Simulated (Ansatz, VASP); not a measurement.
**Be2SbP3: VASP beside Ansatz**

```xyz
12
Lattice="6.6288 0.0000 0.0000 -3.3144 5.7407 0.0000 0.0000 0.0000 5.3176" Properties=species:S:1:pos:R:3 pbc="T T T"
Be    0.0000    0.0000    0.0000
Be   -1.6572    2.8703    0.0000
Be    3.3144    0.0000    0.0000
Be    1.6572    2.8703    0.0000
Sb    3.3144    1.9136    3.4174
Sb    0.0000    3.8271    1.9002
P     4.9437    0.9729    1.1398
P     3.3144    3.7950    1.1398
P     1.6850    0.9729    1.1398
P     1.6293    4.7678    4.1778
P    -1.6293    4.7678    4.1778
P     0.0000    1.9457    4.1778
```

Change from the starting cell: species swapped into the TlPd2Se3 type (P-3m1, No. 164).

Alike in both runs: task single point; functional PBE; k mesh 3 × 3 × 4; occupations gaussian, width 0.1 eV; no spin polarisation.

```csv
,VASP,Ansatz
version,VASP 6.6.1,Ansatz 0.2.0
potentials or method,"VASP PAW PBE potentials, release 64 (Be, Sb, P), cutoff 520 eV","scalar-relativistic, plane waves, PAW"
valence electrons in the cell,48,68
```

|  | VASP | Ansatz | Ansatz less VASP |
| --- | --- | --- | --- |
| gap on the k mesh at the Fermi level (eV) | none | none | - |
| pressure (GPa) | -2.8 | -2.7 | +0.07 |
| traceless stress, the component that is largest in VASP (GPa) | -2.42 | -2.42 | -0.001 |
| rms of the force components (eV/Å) | 0.329 | 0.328 | -0.0008 |

Atom by atom the forces differ by 0.001 eV/Å (rms over components). A gap of «none» marks a metal or a gap that the smearing closes. The functional is the same, so the differences come from potentials, cutoffs and numerics. VASP's potentials hold 48 valence electrons a cell and Ansatz's 68, so a difference there can come from the potentials and not from the codes.

The k mesh is coarse, so the values compare programs but aren't converged. Neither program's run includes spin-orbit coupling.
